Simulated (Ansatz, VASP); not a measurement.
One calculation of KSn4O, two programs

The input INCAR:

```
PREC = Accurate
ENCUT = 520
EDIFF = 1E-6
ISMEAR = 0
SIGMA = 0.1
LREAL = False
LASPH = True
NELM = 100
ALGO = Normal
ISIF = 2
LWAVE = False
LCHARG = False
GGA = PE
NBANDS = 44
```

KPOINTS

```
Automatic mesh
0
Gamma
  6 6 2
```

POSCAR

```
KSn4O
1.0
    4.6605147300      0.0000000000      0.0000000000
   -2.3302573600      4.0361241500      0.0000000000
    0.0000000000      0.0000000000      8.1551692500
K Sn O
1 4 1
Direct
    0.0000000000      0.0000000000      0.5000000000
    0.0000000000      0.0000000000      0.7667837700
    0.0000000000      0.0000000000      0.2332162300
    0.3333333300      0.6666666700      0.0000000000
    0.6666666700      0.3333333300      0.0000000000
    0.0000000000      0.0000000000      0.0000000000
```

Input for Ansatz:

```yaml
crystal:
  lattice:
    - [4.66051473, 0.0, 0.0]
    - [-2.33025736, 4.03612415, 0.0]
    - [0.0, 0.0, 8.15516925]
  atoms:
    - { symbol: K, position: [0.0, 0.0, 0.5] }
    - { symbol: Sn, position: [0.0, 0.0, 0.76678377] }
    - { symbol: Sn, position: [0.0, 0.0, 0.23321623] }
    - { symbol: Sn, position: [0.33333333, 0.66666667, 0.0] }
    - { symbol: Sn, position: [0.66666667, 0.33333333, 0.0] }
    - { symbol: O, position: [0.0, 0.0, 0.0] }
basis:
  ecutwfc: 420
kpoints:
  mp_grid: { grid: [6, 6, 2] }
hamiltonian:
  xc: pbe
scf:
  occupations: { method: gaussian, width: 0.1 }
  lower_state_search: "off"
output:
  forces: true
  stress: true
  eigenvalues: true
```

Alike in both runs: task single point; functional PBE; k mesh 6 × 6 × 2; occupations gaussian, width 0.1 eV; no spin polarisation.

|  | VASP | Ansatz |
| --- | --- | --- |
| version | VASP 6.6.1 | Ansatz 0.2.0 |
| potentials or method | VASP PAW PBE potentials, release 64 (K_sv, Sn_d, O), cutoff 520 eV | scalar-relativistic, plane waves, PAW |
| valence electrons in the cell | 71 | 71 |

|  | VASP | Ansatz | Ansatz less VASP |
| --- | --- | --- | --- |
| gap on the k mesh at the Fermi level (eV) | none | none | - |
| rms of the force components (eV/Å) | 2.166 | 2.098 | -0.0674 |

Atom by atom the forces differ by 0.067 eV/Å (rms over components). A gap of «none» marks a metal or a gap that the smearing closes.

The k mesh is coarse, so the values compare programs but aren't converged.
